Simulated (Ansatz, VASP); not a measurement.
## Two plane-wave programs on MoS2

The input INCAR:

```
PREC = Accurate ; ENCUT = 600
EDIFF = 1E-7 ; ISMEAR = -1
SIGMA = 0.05 ; LREAL = F
LASPH = T ; NELM = 80
ALGO = Normal ; ISIF = 3
LWAVE = F ; LCHARG = F
GGA = B5 ; ALDAX = 1.0
AGGAX = 1.0 ; AGGAC = 1.0
ALDAC = 0.0 ; IBRION = 2
NSW = 60 ; EDIFFG = -0.01
```

The input KPOINTS:

```
Automatic mesh
0
Gamma
  9 9 4
```

File POSCAR:

```
MoS2
1.0
    3.2274645616      0.0000000000      0.0000000000
   -1.6137322808      2.7950663001      0.0000000000
    0.0000000000      0.0000000000      6.3124734200
Mo S
1 2
Direct
    0.0000000000      0.0000000000      0.5000000000
    0.6666666667      0.3333333333      0.7446806800
    0.3333333333      0.6666666667      0.2553193200
```

File input.yaml:

```yaml
crystal:
  lattice:
    - [3.2274645616, 0.0, 0.0]
    - [-1.6137322808, 2.7950663001, 0.0]
    - [0.0, 0.0, 6.31247342]
  atoms:
    - { symbol: Mo, position: [0.0, 0.0, 0.5] }
    - { symbol: S, position: [0.6666666667, 0.3333333333, 0.74468068] }
    - { symbol: S, position: [0.3333333333, 0.6666666667, 0.25531932] }
hamiltonian:
  xc: blyp
  pseudopotentials: { kind: paw }
kpoints:
  mp_grid: { grid: [9, 9, 4] }
scf:
  occupations: { method: fermi_dirac, width: 0.05 }
output:
  forces: true
  stress: true
relax:
  f_tol: 0.01
  max_steps: 40
  cell: { stress_tol: 0.05 }
```

Alike in both runs: task relaxation of cell and atoms; functional BLYP; k mesh 9 × 9 × 4; occupations fermi-dirac, width 0.05 eV; no spin polarisation.

```csv
,VASP,Ansatz
version,VASP 6.6.1,Ansatz 0.2.0
potentials or method,"VASP PAW PBE potentials, release 64 (Mo_sv, S)",Ansatz PAW
plane-wave cutoff (eV),600,420
valence electrons in the cell,26,26
```

```csv
,VASP,Ansatz,Ansatz less VASP
relaxed volume (Å³/atom),23.53,29.81,+6.282
relaxed cell length with the largest relative difference (Å),7.440,9.425,+1.9859
```

VASP's potentials were made for PBE, not for BLYP. One of these differences is far larger than is usual between the two programs; its cause wasn't traced.

Noted on VASP's run: the volume moved by over 15 % at a fixed basis, so the end points are rough. Noted on Ansatz's run: the volume moved by over 15 % at a fixed basis, so the end points are rough; the plane-wave basis is chosen anew once the cell has moved, so the energies of steps on either side of that aren't comparable.
